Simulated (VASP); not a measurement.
# Cu (P-1) in VASP: single point with PBEsol

Aim: the single point of Cu with PBEsol.

All numbers are computed with VASP 6.6.1; they aren't measurements. Logs are shortened: lines on timing, memory, paths and dates and some standing lists are left out, and cuts for length are marked.

## (1) The cell of the first run

The typed cell holds 2 atoms: a = 4.142 Å, b = 4.142 Å, c = 2.468 Å, α = 90.00°, β = 90.00°, γ = 145.89°.

## (2) Single point, PBEsol (atoms moved at random)

INCAR

```
PREC = Accurate
ENCUT = 520
EDIFF = 1E-6
ISMEAR = 0
SIGMA = 0.15
LREAL = False
LASPH = True
NELM = 80
ALGO = Fast
ISIF = 2
LWAVE = False
LCHARG = False
GGA = PS
NBANDS = 18
```

KPOINTS

```
regular mesh
0
Gamma
  14 14 14
```

POSCAR

```
Cu
1.0
    1.2147975456     -3.9598457502      0.0000000000
    1.2147975456      3.9598457502      0.0000000000
    0.0000000000      0.0000000000      2.4677050577
Cu
2
Direct
    0.1264709797      0.8588272892      0.2536728326
    0.8735290203      0.1411727108      0.7463271674
```

Potentials or basis: VASP PAW PBE potentials, release 64 (Cu).

Command:

```sh
cat potpaw_PBE.64/Cu/POTCAR > POTCAR
mpirun -np 1 vasp_std > vasp.out
```

OUTCAR:

```text
PREC = Accurate
   ENCUT = 520
   EDIFF = 1E-6
   ISMEAR = 0
   LREAL = False
   LASPH = True
   NELM = 80
   ISIF = 2
   GGA = PS

 ion  position               nearest neighbor table
   1  0.126  0.859  0.254-   2 2.44   2 2.46   2 2.50   2 2.52   2 2.54   2 2.55
   2  0.874  0.141  0.746-   1 2.44   1 2.46   1 2.50   1 2.52   1 2.54   1 2.55

  LATTYP: Found a base centered orthorhombic cell.
 ALAT       =     2.4295950912
 B/A-ratio  =     3.2596754616
 C/A-ratio  =     1.0156857275

  Lattice vectors:

 A1 = (   1.2147975456,  -3.9598457502,   0.0000000000)
 A2 = (   1.2147975456,   3.9598457502,   0.0000000000)
 A3 = (   0.0000000000,   0.0000000000,   2.4677050577)

Analysis of symmetry for initial positions (statically):
=====================================================================
 Subroutine PRICEL returns:
 Original cell was already a primitive cell.

 Routine SETGRP: Setting up the symmetry group for a
 base centered orthorhombic supercell.

 Subroutine GETGRP returns: Found  2 space group operations
 (whereof  2 operations were pure point group operations)
 out of a pool of  8 trial point group operations.

The static configuration has the point symmetry S_2 .

Analysis of symmetry for dynamics (positions and initial velocities):
=====================================================================
 Subroutine PRICEL returns:
 Original cell was already a primitive cell.

 Routine SETGRP: Setting up the symmetry group for a
 base centered orthorhombic supercell.

 Subroutine GETGRP returns: Found  2 space group operations
 (whereof  2 operations were pure point group operations)
 out of a pool of  8 trial point group operations.

The dynamic configuration has the point symmetry S_2 .

 Subroutine INISYM returns: Found  2 space group operations
 (whereof  2 operations are pure point group operations),
 and found     1 'primitive' translations

----------------------------------------------------------------------------------------

                                     Primitive cell

  volume of cell :      23.7414

  direct lattice vectors                    reciprocal lattice vectors
     1.214797546 -3.959845750  0.000000000     0.411591217 -0.126267545  0.000000000
     1.214797546  3.959845750  0.000000000     0.411591217  0.126267545  0.000000000
     0.000000000  0.000000000  2.467705058     0.000000000  0.000000000  0.405234814

  length of vectors
     4.141993655  4.141993655  2.467705058     0.430523893  0.430523893  0.405234814

[... 79 lines left out ...]
   NELM   =     80;   NELMIN=  2; NELMDL= -5     # of ELM steps
   EDIFF  = 0.1E-05   stopping-criterion for ELM
   LREAL  =      F    real-space projection
   EDIFFG = 0.1E-04   stopping-criterion for IOM
   NSW    =      0    number of steps for IOM
   IBRION =     -1    ionic relax: 0-MD 1-quasi-New 2-CG
   NFREE  =      0    steps in history (QN), initial steepest desc. (CG)
   ISIF   =      2    stress and relaxation
   ISYM   =      2    0-nonsym 1-usesym 2-fastsym
   POTIM  = 0.5000    time-step for ionic-motion
   TEBEG  =    0.0;   TEEND  =   0.0 temperature during run
   PSTRESS=    0.0 pullay stress
   NELECT =      22.0000    total number of electrons
   NUPDOWN=      -1.0000    fix difference up-down
   EMIN   =  10.00;   EMAX   =-10.00  energy-range for DOS
   EFERMI =   0.00;   METHOD = LEGACY
   ISMEAR =     0;   SIGMA  =   0.15  broadening in eV -4-tet -1-fermi 0-gaus
   EFERMI_NEDOS =   21; number of points for ismear=-14 and -15
   IALGO  =     68    algorithm
   IMIX   =      4    mixing-type and parameters
     AMIX     =   0.40;   BMIX     =  1.00
     AMIX_MAG =   1.60;   BMIX_MAG =  1.00
  volume/ion in A,a.u.               =      11.87        80.11
  Fermi-wavevector in a.u.,A,eV,Ry     =   1.596053  3.016102 34.659270  2.547384
  Thomas-Fermi vector in A             =   2.693875
   LORBIT       =      0    0 simple, 1 ext, 2 COOP (PROOUT), +10 PAW based schemes
   GGA     = PS    functional components
   LHFCALC =     F    Hartree Fock is set to
   AEXX    =    0.0000 exact exchange contribution
   IVDW    =     0    specifies the selected vdW correction
   LEPSILON=     F    determine dielectric tensor
   LRPA    =     F    only Hartree local field effects (RPA)
 non-spin polarized calculation
 RMM-DIIS sequential band-by-band and
 Gauss-broadening in eV      SIGMA  =   0.15
  energy-cutoff  :      520.00
  volume of cell :       23.74
 maximum number of plane-waves:       662
   NGX = 15   NGY = 15   NGZ =  9

 number of electron      21.9999995 magnetization

 Free energy of the ion-electron system (eV)
  ---------------------------------------------------
  ext. energy  EPLUGINS =         0.00000000
  ---------------------------------------------------
  free energy    TOTEN  =        -8.30298748 eV

  energy without entropy =       -8.29634422  energy(sigma->0) =       -8.29966585

 E-fermi :   7.3281     XC(G=0): -12.8436

 val. band max:        7.3179827246   @ k =  -0.0714   0.3571  -0.4286
 cond. band min:       7.3310272012   @ k =   0.1429  -0.4286   0.0000
 fundamental gap:      0.0130444766
 Fermi energy:         7.3281035740

 k-point     1 :       0.0000    0.0000    0.0000
  band No.  band energies     occupation
      1      -2.0191      2.00000
      2       2.3070      2.00000
      3       3.0797      2.00000
      4       3.5650      2.00000
      5       4.2814      2.00000
      6       4.5554      2.00000
[... 481 lines left out ...]
      5       4.3041      2.00000
      6       4.5010      2.00000
[... 10 lines left out ...]
     17      28.1862      0.00000
     18      29.4114      0.00000

 [... further k-points ...]

------------------------ aborting loop because EDIFF is reached ----------------------------------------

  FORCE on cell =-STRESS in cart. coord.  units (eV):
  Direction    XX          YY          ZZ          XY          YZ          ZX
  --------------------------------------------------------------------------------------
  -------------------------------------------------------------------------------------
  Total        0.1535873      0.1373039      0.2118962      0.1512274     -0.0082705     -0.0014156
  in kB       10.3647912      9.2659084     14.2997460     10.2055313     -0.5581327     -0.0955317
  external PRESSURE =      11.3101485 kB  Pullay stress =       0.0000000 kB

 VOLUME and BASIS-vectors are now :
 -----------------------------------------------------------------------------
  energy-cutoff  :      520.00
  volume of cell :       23.74
      direct lattice vectors                 reciprocal lattice vectors
     1.214797546 -3.959845750  0.000000000     0.411591217 -0.126267545  0.000000000
     1.214797546  3.959845750  0.000000000     0.411591217  0.126267545  0.000000000
     0.000000000  0.000000000  2.467705058     0.000000000  0.000000000  0.405234814

 POSITION                                       TOTAL-FORCE (eV/Angst)
 -----------------------------------------------------------------------------------
      1.19694      2.90002      0.62599         0.037804      0.005039     -0.052344
      1.23266     -2.90002      1.84172        -0.037804     -0.005039      0.052344
 -----------------------------------------------------------------------------------
    total drift:                                0.000000     -0.000000     -0.000000

  FREE ENERGIE OF THE ION-ELECTRON SYSTEM (eV)
  ---------------------------------------------------
  free  energy   TOTEN  =        -8.3029874848 eV

  energy  without entropy=       -8.2963442198  energy(sigma->0) =       -8.29966585
```

OSZICAR:

```text
N       E                     dE             d eps       ncg     rms          rms(c)
DAV:   1     0.120397617763E+03    0.12040E+03   -0.10506E+04 53624   0.217E+03
DAV:   2    -0.425821965945E+01   -0.12466E+03   -0.11818E+03 49642   0.286E+02
DAV:   3    -0.103255669545E+02   -0.60673E+01   -0.58392E+01 55606   0.857E+01
DAV:   4    -0.103898579527E+02   -0.64291E-01   -0.64247E-01 58538   0.951E+00
DAV:   5    -0.103907181638E+02   -0.86021E-03   -0.86018E-03 61084   0.949E-01    0.117E+01
RMM:   6    -0.910899519036E+01    0.12817E+01   -0.12162E+01 57729   0.618E+01    0.666E+00
RMM:   7    -0.832345310787E+01    0.78554E+00   -0.21609E+00 57119   0.272E+01    0.139E+00
RMM:   8    -0.830430963990E+01    0.19143E-01   -0.64006E-02 60292   0.252E+00    0.244E-01
RMM:   9    -0.830290912770E+01    0.14005E-02   -0.11738E-02 61238   0.185E+00    0.417E-02
RMM:  10    -0.830300565628E+01   -0.96529E-04   -0.22653E-03 60977   0.664E-01    0.885E-02
RMM:  11    -0.830296555136E+01    0.40105E-04   -0.86664E-04 63064   0.323E-01    0.289E-02
RMM:  12    -0.830297919734E+01   -0.13646E-04   -0.27867E-04 65309   0.244E-01    0.488E-03
RMM:  13    -0.830298950109E+01   -0.10304E-04   -0.10000E-04 64720   0.968E-02    0.175E-02
RMM:  14    -0.830298620515E+01    0.32959E-05   -0.24516E-05 57448   0.739E-02    0.297E-03
RMM:  15    -0.830298727923E+01   -0.10741E-05   -0.11593E-05 44766   0.277E-02    0.265E-03
RMM:  16    -0.830298748483E+01   -0.20560E-06   -0.10062E-06 31010   0.135E-02
   1 F= -.83029875E+01 E0= -.82996659E+01  d E =-.664327E-02
```

It took 23 min on 1 thread of Oxide Virtual Turin-like, shared host; peak memory 0.52 GiB.

Results:

| Quantity | Value |
| --- | --- |
| Free energy | -8.3030 eV |
| Pressure | 1.1 GPa |
| Largest force | 0.065 eV/Å |
| Band gap on the k mesh | zero (bands 11 and 12 overlap by 5.63 eV) |

Forces in eV/Å, atoms in the order of the input:
```
Cu   0.038  0.005 -0.052
Cu  -0.038 -0.005  0.052
```

Caveat: the cell differs from its parent crystal (atoms moved at random); the PAW data sets were made with another functional, which shifts forces and pressure a little.
